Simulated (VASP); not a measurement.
Wanted: the native input for a VASP 6.6.1 run.

```yaml
Task: single point
Functional: PBEsol
Potentials_or_basis: VASP PAW PBE potentials, release 64 (Hg, Pt)
Cutoff: 500 eV
k_mesh: 5 × 5 × 5
Occupations: fermi-dirac, width 0.15 eV
Spin: no spin polarisation
Dipole_correction: no
Further_INCAR_settings: ALGO = Normal; EDIFF = 1e-06; NBANDS = 31
```

The structure of Hg3Pt lies in POSCAR:

```
Hg3Pt
1.0
    4.3442210000      0.0000000000      0.0000000000
    0.0000000000      4.3442210000      0.0000000000
    0.0000000000      0.0000000000      4.3442210000
Hg Pt
3 1
Direct
    0.0000000000      0.5000000000      0.5000000000
    0.5000000000      0.0000000000      0.5000000000
    0.5000000000      0.5000000000      0.0000000000
    0.0000000000      0.0000000000      0.0000000000
```

One way to write it, as run:

INCAR

```
SYSTEM = Hg3Pt
ALGO = Normal
EDIFF = 1E-6
ENCUT = 500
GGA = PS
GGA_COMPAT = .FALSE.
ISIF = 2
ISMEAR = -1
LASPH = .TRUE.
LCHARG = .FALSE.
LREAL = .FALSE.
LWAVE = .FALSE.
NBANDS = 31
NELM = 120
PREC = Accurate
SIGMA = 0.15
```

KPOINTS

```
k-points
0
G
  5 5 5
  0 0 0
```

Potentials or basis: VASP PAW PBE potentials, release 64 (Hg, Pt).

Launch:

```console
$ cat potpaw_PBE.64/Hg/POTCAR potpaw_PBE.64/Pt/POTCAR > POTCAR
$ mpirun -np 1 vasp_std > vasp.out
```

It gave:

| Property | Result |
| --- | --- |
| Pressure | -6.5 GPa |
| Band gap on the k mesh | zero (band 23 reaches 5.51 eV, above the bottom of band 24 at 3.53 eV) |

Caveat: the PAW data sets were made with another functional, which shifts forces and pressure a little; spin-orbit coupling is left out, which moves the levels of the heavy elements.

Run time: 11 s on 1 thread of Intel(R) Xeon(R) 6975P-C (Granite Rapids), with other jobs on the host, peak memory 0.18 GiB.
